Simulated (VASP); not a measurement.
# ZrC in VASP: a series of runs, part 2 of 3

VASP 6.6.1.

### 4 Single point, LDA (mode 4 frozen in at +0.000 Å, strain +e along z and -e/2 along x and y -0.0467)

File INCAR:

```
PREC = Accurate
ENCUT = 520
EDIFF = 1E-7
ISMEAR = 0
SIGMA = 0.15
LREAL = F
LASPH = T
NELM = 80
ALGO = Normal
ISIF = 2
LWAVE = F
LCHARG = T
GGA = CA
LELF = T
LVHAR = T
NBANDS = 15
```

File KPOINTS:

```
Automatic mesh
0
Gamma
  16 16 16
```

File POSCAR:

```
ZrC
1.0
    0.0000000000      2.3749176240      2.2123505848
    2.3749176240      0.0000000000      2.2123505848
    2.3749176240      2.3749176240      0.0000000000
Zr C
1 1
Direct
    0.5000000000      0.5000000000      0.5000000000
    0.0000000000      0.0000000000      0.0000000000
```

Potentials or basis: VASP PAW LDA potentials, release 64 (Zr_sv, C).

Started as:

```sh
> cat potpaw_LDA.64/Zr_sv/POTCAR potpaw_LDA.64/C/POTCAR > POTCAR
> mpirun -np 1 vasp_std > vasp.out
```

OUTCAR:

```text
PREC = Accurate
   ENCUT = 520
   EDIFF = 1E-7
   ISMEAR = 0
   LREAL = F
   LASPH = T
   NELM = 80
   ISIF = 2
   GGA = CA

 ion  position               nearest neighbor table
   1  0.500  0.500  0.500-   2 2.21   2 2.21   2 2.37   2 2.37   2 2.37   2 2.37
   2  0.000  0.000  0.000-   1 2.21   1 2.21   1 2.37   1 2.37   1 2.37   1 2.37

  LATTYP: Found a body centered tetragonal cell.
 ALAT       =     3.3586407134
 C/A-ratio  =     1.3174083051

  Lattice vectors:

 A1 = (   0.0000000000,  -2.3749176240,  -2.2123505848)
 A2 = (   0.0000000000,   2.3749176240,  -2.2123505848)
 A3 = (   2.3749176240,   0.0000000000,   2.2123505848)

Analysis of symmetry for initial positions (statically):
=====================================================================
 Subroutine PRICEL returns:
 Original cell was already a primitive cell.

 Routine SETGRP: Setting up the symmetry group for a
 body centered tetragonal supercell.

 Subroutine GETGRP returns: Found 16 space group operations
 (whereof 16 operations were pure point group operations)
 out of a pool of 16 trial point group operations.

The static configuration has the point symmetry D_4h.

Analysis of symmetry for dynamics (positions and initial velocities):
=====================================================================
 Subroutine PRICEL returns:
 Original cell was already a primitive cell.

 Routine SETGRP: Setting up the symmetry group for a
 body centered tetragonal supercell.

 Subroutine GETGRP returns: Found 16 space group operations
 (whereof 16 operations were pure point group operations)
 out of a pool of 16 trial point group operations.

The dynamic configuration has the point symmetry D_4h.

 Subroutine INISYM returns: Found 16 space group operations
 (whereof 16 operations are pure point group operations),
 and found     1 'primitive' translations

----------------------------------------------------------------------------------------

                                     Primitive cell

  volume of cell :      24.9563

  direct lattice vectors                    reciprocal lattice vectors
     0.000000000  2.374917624  2.212350585    -0.210533618  0.210533618  0.226003963
     2.374917624  0.000000000  2.212350585     0.210533618 -0.210533618  0.226003963
     2.374917624  2.374917624  0.000000000     0.210533618  0.210533618 -0.226003963

  length of vectors
     3.245724700  3.245724700  3.358640713     0.373800214  0.373800214  0.373800214

  position of ions in fractional coordinates (direct lattice)
     0.500000000  0.500000000  0.500000000
     0.000000000  0.000000000  0.000000000

  ion indices of the primitive-cell ions
   primitive index   ion index
                 1           1
                 2           2

----------------------------------------------------------------------------------------

 KPOINTS: Automatic mesh

Automatic generation of k-mesh.
 Grid dimensions read from file:
 generate k-points for:   16   16   16

 Generating k-lattice:

  Cartesian coordinates                     Fractional coordinates (reciprocal lattice)
    -0.013158351  0.013158351  0.014125248     0.062500000  0.000000000  0.000000000
     0.013158351 -0.013158351  0.014125248     0.000000000  0.062500000  0.000000000
     0.013158351  0.013158351 -0.014125248     0.000000000  0.000000000  0.062500000

  Length of vectors
     0.023362513  0.023362513  0.023362513

  Shift w.r.t. Gamma in fractional coordinates (k-lattice)
     0.000000000  0.000000000  0.000000000

 Subroutine IBZKPT returns following result:
 ===========================================

 Found    349 irreducible k-points:

 Following reciprocal coordinates:
            Coordinates               Weight
  0.000000  0.000000  0.000000      1.000000
  0.062500  0.000000  0.000000      8.000000
  0.125000  0.000000  0.000000      8.000000
  0.187500  0.000000  0.000000      8.000000
  0.250000  0.000000  0.000000      8.000000
  0.312500 -0.000000  0.000000      8.000000
[... 16 lines left out ...]
 -0.125000  0.062500  0.000000      8.000000
 -0.062500  0.062500  0.000000      4.000000
 [... further k-points ...]
   k-points           NKPTS =    349   k-points in BZ     NKDIM =    349   number of bands    NBANDS=     15
   number of dos      NEDOS =    301   number of ions     NIONS =      2
   total plane-waves  NPLWV =  16128
   dimension x,y,z NGX =    24 NGY =   24 NGZ =   28
   dimension x,y,z NGXF=    48 NGYF=   48 NGZF=   56
   ions per type =               1   1
   NGX,Y,Z   is equivalent  to a cutoff of  12.29, 12.29, 13.86 a.u.
   NGXF,Y,Z  is equivalent  to a cutoff of  24.59, 24.59, 27.72 a.u.
 SYSTEM =  unknown system
   PREC   = accura    normal or accurate (medium, high low for compatibility)
   ISTART =      0    job   : 0-new  1-cont  2-samecut
   ICHARG =      2    charge: 1-file 2-atom 10-const
   ISPIN  =      1    spin polarized calculation?
   LNONCOLLINEAR =      F non collinear calculations
   LSORBIT =      F    spin-orbit coupling
   LASPH  =      T    aspherical Exc in radial PAW
   ENCUT  =  520.0 eV  38.22 Ry    6.18 a.u.   6.03  6.03  6.24*2*pi/ulx,y,z
   NELM   =     80;   NELMIN=  2; NELMDL= -5     # of ELM steps
   EDIFF  = 0.1E-06   stopping-criterion for ELM
   LREAL  =      F    real-space projection
   EDIFFG = 0.1E-05   stopping-criterion for IOM
   NSW    =      0    number of steps for IOM
   IBRION =     -1    ionic relax: 0-MD 1-quasi-New 2-CG
   NFREE  =      0    steps in history (QN), initial steepest desc. (CG)
   ISIF   =      2    stress and relaxation
   ISYM   =      2    0-nonsym 1-usesym 2-fastsym
   POTIM  = 0.5000    time-step for ionic-motion
   TEBEG  =    0.0;   TEEND  =   0.0 temperature during run
   PSTRESS=    0.0 pullay stress
   NELECT =      16.0000    total number of electrons
   NUPDOWN=      -1.0000    fix difference up-down
   EMIN   =  10.00;   EMAX   =-10.00  energy-range for DOS
   EFERMI =   0.00;   METHOD = LEGACY
   ISMEAR =     0;   SIGMA  =   0.15  broadening in eV -4-tet -1-fermi 0-gaus
   EFERMI_NEDOS =   21; number of points for ismear=-14 and -15
   IALGO  =     38    algorithm
   IMIX   =      4    mixing-type and parameters
     AMIX     =   0.40;   BMIX     =  1.00
     AMIX_MAG =   1.60;   BMIX_MAG =  1.00
  volume/ion in A,a.u.               =      12.48        84.21
  Fermi-wavevector in a.u.,A,eV,Ry     =   1.411631  2.667596 27.112352  1.992702
  Thomas-Fermi vector in A             =   2.533462
   LORBIT       =      0    0 simple, 1 ext, 2 COOP (PROOUT), +10 PAW based schemes
   GGA     = CA    functional components
   LHFCALC =     F    Hartree Fock is set to
   AEXX    =    0.0000 exact exchange contribution
   IVDW    =     0    specifies the selected vdW correction
   LEPSILON=     F    determine dielectric tensor
   LRPA    =     F    only Hartree local field effects (RPA)
 non-spin polarized calculation
 Gauss-broadening in eV      SIGMA  =   0.15
  energy-cutoff  :      520.00
  volume of cell :       24.96
 maximum number of plane-waves:       688
   NGX = 13   NGY = 13   NGZ = 13

 number of electron      16.0000000 magnetization

 Free energy of the ion-electron system (eV)
  ---------------------------------------------------
  ext. energy  EPLUGINS =         0.00000000
  ---------------------------------------------------
  free energy    TOTEN  =       -21.16313505 eV

  energy without entropy =      -21.15994834  energy(sigma->0) =      -21.16154169

 E-fermi :   9.9362     XC(G=0): -12.5432

 val. band max:        9.9070251765   @ k =   0.4375   0.0000   0.4375
 cond. band min:       9.9474555666   @ k =   0.1250   0.0000   0.1250
 fundamental gap:      0.0404303901
 Fermi energy:         9.9362114576

 k-point     1 :       0.0000    0.0000    0.0000
  band No.  band energies     occupation
      1     -37.7284      2.00000
      2     -15.5667      2.00000
      3     -15.5667      2.00000
      4     -15.5630      2.00000
      5      -1.3777      2.00000
      6      10.7181      0.00000
      7      10.7181      0.00000
      8      10.7506      0.00000
      9      10.7506      0.00000
     10      11.1794      0.00000
     11      11.4638      0.00000
     12      12.3968      0.00000
     13      12.9074      0.00000
     14      18.1953      0.00000
[... 401 lines left out ...]
      2     -15.6515      2.00000
      3     -15.5913      2.00000
      4     -15.5737      2.00000
      5      -1.1521      2.00000
      6       9.4658      1.99999
      7       9.6057      1.99817
      8       9.9943      0.58377
      9      10.8970      0.00000
     10      11.8389      0.00000
     11      12.0599      0.00000
     12      13.8273      0.00000
     13      13.8717      0.00000
     14      18.4794      0.00000
     15      21.1237      0.00000

 [... further k-points ...]
[... 5 lines left out ...]
  --------------------------------------------------------------------------------------
  -------------------------------------------------------------------------------------
  Total       -1.1697607     -1.1697607      3.9108594      0.0000000      0.0000000      0.0000000
  in kB      -75.0976865    -75.0976865    251.0739979      0.0000000      0.0000000      0.0000000
  external PRESSURE =      33.6262083 kB  Pullay stress =       0.0000000 kB

 VOLUME and BASIS-vectors are now :
 -----------------------------------------------------------------------------
  energy-cutoff  :      520.00
  volume of cell :       24.96
      direct lattice vectors                 reciprocal lattice vectors
     0.000000000  2.374917624  2.212350585    -0.210533618  0.210533618  0.226003963
     2.374917624  0.000000000  2.212350585     0.210533618 -0.210533618  0.226003963
     2.374917624  2.374917624  0.000000000     0.210533618  0.210533618 -0.226003963

 POSITION                                       TOTAL-FORCE (eV/Angst)
 -----------------------------------------------------------------------------------
      2.37492      2.37492      2.21235         0.000000      0.000000      0.000000
      0.00000      0.00000      0.00000        -0.000000     -0.000000      0.000000
 -----------------------------------------------------------------------------------
    total drift:                                0.000000     -0.000000      0.000000

  FREE ENERGIE OF THE ION-ELECTRON SYSTEM (eV)
  ---------------------------------------------------
  free  energy   TOTEN  =       -21.1631350453 eV

  energy  without entropy=      -21.1599483417  energy(sigma->0) =      -21.16154169
```

OSZICAR:

```text
N       E                     dE             d eps       ncg     rms          rms(c)
DAV:   1     0.989852404656E+02    0.98985E+02   -0.86099E+03 10486   0.108E+03
DAV:   2    -0.185383498557E+02   -0.11752E+03   -0.11011E+03 13319   0.290E+02
DAV:   3    -0.244584664629E+02   -0.59201E+01   -0.58815E+01 16952   0.555E+01
DAV:   4    -0.246139370689E+02   -0.15547E+00   -0.15533E+00 13036   0.648E+00
DAV:   5    -0.246160630259E+02   -0.21260E-02   -0.21259E-02 13863   0.633E-01    0.227E+01
DAV:   6    -0.213244302661E+02    0.32916E+01   -0.65973E+00 12691   0.229E+01    0.814E+00
DAV:   7    -0.211894947939E+02    0.13494E+00   -0.53372E-01 11954   0.606E+00    0.711E+00
DAV:   8    -0.211957115355E+02   -0.62167E-02   -0.29957E-01 13138   0.385E+00    0.497E+00
DAV:   9    -0.211638075763E+02    0.31904E-01   -0.53099E-02 11765   0.151E+00    0.739E-01
DAV:  10    -0.211631391886E+02    0.66839E-03   -0.39958E-03 13823   0.544E-01    0.666E-02
DAV:  11    -0.211631366255E+02    0.25631E-05   -0.10537E-04 12087   0.103E-01    0.130E-02
DAV:  12    -0.211631352873E+02    0.13382E-05   -0.23626E-06 13440   0.146E-02    0.544E-03
DAV:  13    -0.211631350483E+02    0.23897E-06   -0.46286E-07 13232   0.504E-03    0.484E-04
DAV:  14    -0.211631350453E+02    0.30000E-08   -0.16185E-08  7580   0.105E-03
   1 F= -.21163135E+02 E0= -.21161542E+02  d E =-.318670E-02
```

stdout:

```text
POSCAR found type information on POSCAR ZrC
 POSCAR found :  2 types and       2 ions
 scaLAPACK will be used
 LDA part: xc-table for (Slater(with rela. corr.)+CA(PZ))
 , standard interpolation
 POSCAR, INCAR and KPOINTS ok, starting setup
 FFT: planning ... GRIDC
 FFT: planning ... GRID_SOFT
 FFT: planning ... GRID
 WAVECAR not read
 entering main loop
```

Run time: 50 s. Hardware: 1 thread of Intel Xeon Platinum 8559C (Emerald Rapids), shared host; peak memory 0.23 GiB.

What came out:

| Quantity | Value |
| --- | --- |
| Free energy | -21.1631 eV |
| Pressure | 3.4 GPa |
| Band gap on the k mesh | zero (band 8 reaches 10.75 eV, above the bottom of band 9 at 9.19 eV) |

Caveat: the cell differs from its parent crystal (mode 4 frozen in at +0.000 Å, strain +e along z and -e/2 along x and y -0.0467).

### 5 Single point, LDA (mode 4 frozen in at -0.057 Å, strain +e along z and -e/2 along x and y -0.0467)

File INCAR:

```
SYSTEM = ZrC
  ALGO = Normal
  EDIFF = 1E-6
  ENCUT = 520
  GGA = CA
  ISIF = 2
  ISMEAR = 0
  LASPH = .True.
  LCHARG = .False.
  LREAL = .False.
  LWAVE = .False.
  NBANDS = 15
  NELM = 80
  PREC = Accurate
  SIGMA = 0.15
```

File KPOINTS:

```
k-points
0
Gamma
  16 16 16
  0 0 0
```

File POSCAR:

```
ZrC
1.0
    0.0000000000      2.3749176240      2.2123505848
    2.3749176240      0.0000000000      2.2123505848
    2.3749176240      2.3749176240      0.0000000000
Zr C
1 1
Direct
    0.4983745445      0.5016254555      0.5016254555
    0.0123452608     -0.0123452608     -0.0123452608
```

Potentials or basis: VASP PAW LDA potentials, release 64 (Zr_sv, C).

Started as:

```sh
> cat potpaw_LDA.64/Zr_sv/POTCAR potpaw_LDA.64/C/POTCAR > POTCAR
> mpirun -np 1 vasp_std > vasp.out
```

OUTCAR:

```text
SYSTEM = ZrC
   EDIFF = 1E-6
   ENCUT = 520
   GGA = CA
   ISIF = 2
   ISMEAR = 0
   LASPH = .True.
   LREAL = .False.
   NELM = 80
   PREC = Accurate

 ion  position               nearest neighbor table
   1  0.498  0.502  0.502-   2 2.21   2 2.21   2 2.31   2 2.38   2 2.38   2 2.44
   2  0.012  0.988  0.988-   1 2.21   1 2.21   1 2.31   1 2.38   1 2.38   1 2.44

  LATTYP: Found a body centered tetragonal cell.
 ALAT       =     3.3586407134
 C/A-ratio  =     1.3174083051

  Lattice vectors:

 A1 = (   0.0000000000,  -2.3749176240,  -2.2123505848)
 A2 = (   0.0000000000,   2.3749176240,  -2.2123505848)
 A3 = (   2.3749176240,   0.0000000000,   2.2123505848)

Analysis of symmetry for initial positions (statically):
=====================================================================
 Subroutine PRICEL returns:
 Original cell was already a primitive cell.

 Routine SETGRP: Setting up the symmetry group for a
 body centered tetragonal supercell.

 Subroutine GETGRP returns: Found  4 space group operations
 (whereof  4 operations were pure point group operations)
 out of a pool of 16 trial point group operations.

The static configuration has the point symmetry C_2v.

Analysis of symmetry for dynamics (positions and initial velocities):
=====================================================================
 Subroutine PRICEL returns:
 Original cell was already a primitive cell.

 Routine SETGRP: Setting up the symmetry group for a
 body centered tetragonal supercell.

 Subroutine GETGRP returns: Found  4 space group operations
 (whereof  4 operations were pure point group operations)
 out of a pool of 16 trial point group operations.

The dynamic configuration has the point symmetry C_2v.

 Subroutine INISYM returns: Found  4 space group operations
 (whereof  4 operations are pure point group operations),
 and found     1 'primitive' translations

[... 115 lines left out ...]
  volume/ion in A,a.u.               =      12.48        84.21
  Fermi-wavevector in a.u.,A,eV,Ry     =   1.411631  2.667596 27.112352  1.992702
  Thomas-Fermi vector in A             =   2.533462
   LORBIT       =      0    0 simple, 1 ext, 2 COOP (PROOUT), +10 PAW based schemes
   GGA     = CA    functional components
   LHFCALC =     F    Hartree Fock is set to
   AEXX    =    0.0000 exact exchange contribution
   IVDW    =     0    specifies the selected vdW correction
   LEPSILON=     F    determine dielectric tensor
   LRPA    =     F    only Hartree local field effects (RPA)
 non-spin polarized calculation
 Gauss-broadening in eV      SIGMA  =   0.15
  energy-cutoff  :      520.00
  volume of cell :       24.96
 maximum number of plane-waves:       688
   NGX = 13   NGY = 13   NGZ = 13

 number of electron      16.0000000 magnetization

 Free energy of the ion-electron system (eV)
  ---------------------------------------------------
  ext. energy  EPLUGINS =         0.00000000
  ---------------------------------------------------
  free energy    TOTEN  =       -21.15196461 eV

  energy without entropy =      -21.14903026  energy(sigma->0) =      -21.15049743

 E-fermi :   9.9389     XC(G=0): -12.5417

 val. band max:        9.9321166739   @ k =   0.1250   0.0000   0.1250
 cond. band min:       9.9447746401   @ k =   0.5000   0.0000   0.5000
 fundamental gap:      0.0126579662
 Fermi energy:         9.9389448506

 k-point     1 :       0.0000    0.0000    0.0000
  band No.  band energies     occupation
      1     -37.7302      2.00000
      2     -15.5695      2.00000
      3     -15.5693      2.00000
      4     -15.5643      2.00000
      5      -1.3730      2.00000
      6      10.4787      0.00000
      7      10.5805      0.00000
      8      10.5844      0.00000
      9      10.7497      0.00000
     10      11.4685      0.00000
     11      11.6078      0.00000
     12      12.5117      0.00000
     13      12.9658      0.00000
     14      18.1782      0.00000
[... 401 lines left out ...]
      2     -15.6543      2.00000
      3     -15.5926      2.00000
      4     -15.5764      2.00000
      5      -1.1473      2.00000
      6       9.3545      2.00000
      7       9.6569      1.99217
      8       9.9160      1.17157
      9      10.8666      0.00000
     10      11.9635      0.00000
     11      12.0444      0.00000
     12      13.8329      0.00000
     13      13.9861      0.00000
     14      18.4622      0.00000
     15      21.1137      0.00000

 [... further k-points ...]
[... 5 lines left out ...]
  --------------------------------------------------------------------------------------
  -------------------------------------------------------------------------------------
  Total       -0.9995953     -1.1783111      3.8717000      0.0000000      0.0000000      0.0000000
  in kB      -64.1732095    -75.6466170    248.5599970      0.0000000      0.0000000      0.0000000
  external PRESSURE =      36.2467235 kB  Pullay stress =       0.0000000 kB

 VOLUME and BASIS-vectors are now :
 -----------------------------------------------------------------------------
  energy-cutoff  :      520.00
  volume of cell :       24.96
      direct lattice vectors                 reciprocal lattice vectors
     0.000000000  2.374917624  2.212350585    -0.210533618  0.210533618  0.226003963
     2.374917624  0.000000000  2.212350585     0.210533618 -0.210533618  0.226003963
     2.374917624  2.374917624  0.000000000     0.210533618  0.210533618 -0.226003963

 POSITION                                       TOTAL-FORCE (eV/Angst)
 -----------------------------------------------------------------------------------
      2.38264      2.37492      2.21235        -0.340644      0.000000      0.000000
      4.69120      2.37492      2.21235         0.340644      0.000000      0.000000
 -----------------------------------------------------------------------------------
    total drift:                               -0.000068      0.000002      0.000001

  FREE ENERGIE OF THE ION-ELECTRON SYSTEM (eV)
  ---------------------------------------------------
  free  energy   TOTEN  =       -21.1519646058 eV

  energy  without entropy=      -21.1490302605  energy(sigma->0) =      -21.15049743
```

stdout:

```text
POSCAR found type information on POSCAR ZrC
 POSCAR found :  2 types and       2 ions
 scaLAPACK will be used
 LDA part: xc-table for (Slater(with rela. corr.)+CA(PZ))
 , standard interpolation
 POSCAR, INCAR and KPOINTS ok, starting setup
 FFT: planning ... GRIDC
 FFT: planning ... GRID_SOFT
 FFT: planning ... GRID
 WAVECAR not read
 entering main loop
```

Run time: 68 s. Hardware: 1 thread of Intel Xeon 6975P-C (Granite Rapids), shared host; peak memory 0.32 GiB.

Results:

```yaml
Free_energy: -21.1520 eV
Pressure: 3.6 GPa
Largest_force: 0.341 eV/Å
Band_gap_on_the_k_mesh: zero (band 8 reaches 10.58 eV, above the bottom of band 9 at 9.36 eV)
```

Forces on the atoms (eV/Å):
```
Zr  -0.341  0.000  0.000
C    0.341  0.000  0.000
```

Levels at points of the mesh, in eV from the Fermi level:
| k point | band 4 | band 5 | band 6 | band 7 | band 8 | band 9 | band 10 | band 11 | band 12 | band 13 |
| --- | --- | --- | --- | --- | --- | --- | --- | --- | --- | --- |
| (0.00, 0.00, 0.00) | -25.50 | -11.31 | 0.54 | 0.64 | 0.65 | 0.81 | 1.53 | 1.67 | 2.57 | 3.03 |
| (0.50, 0.00, 0.00) | -25.54 | -7.93 | -5.48 | -3.19 | -3.09 | 4.37 | 4.96 | 5.63 | 6.64 | 9.86 |
| (0.50, 0.50, 0.00) | -25.91 | -10.18 | -2.14 | -1.36 | -0.17 | -0.07 | 4.73 | 5.87 | 5.87 | 9.03 |
| (0.50, 0.00, 0.50) | -25.74 | -10.19 | -2.23 | -1.97 | 0.01 | 0.58 | 4.49 | 5.50 | 6.20 | 8.38 |
| (0.00, 0.50, 0.50) | -25.74 | -10.19 | -2.22 | -1.89 | 0.03 | 0.48 | 4.46 | 5.50 | 6.20 | 8.28 |

Caveat: the cell differs from its parent crystal (mode 4 frozen in at -0.057 Å, strain +e along z and -e/2 along x and y -0.0467).

[end of part 2 of 3]
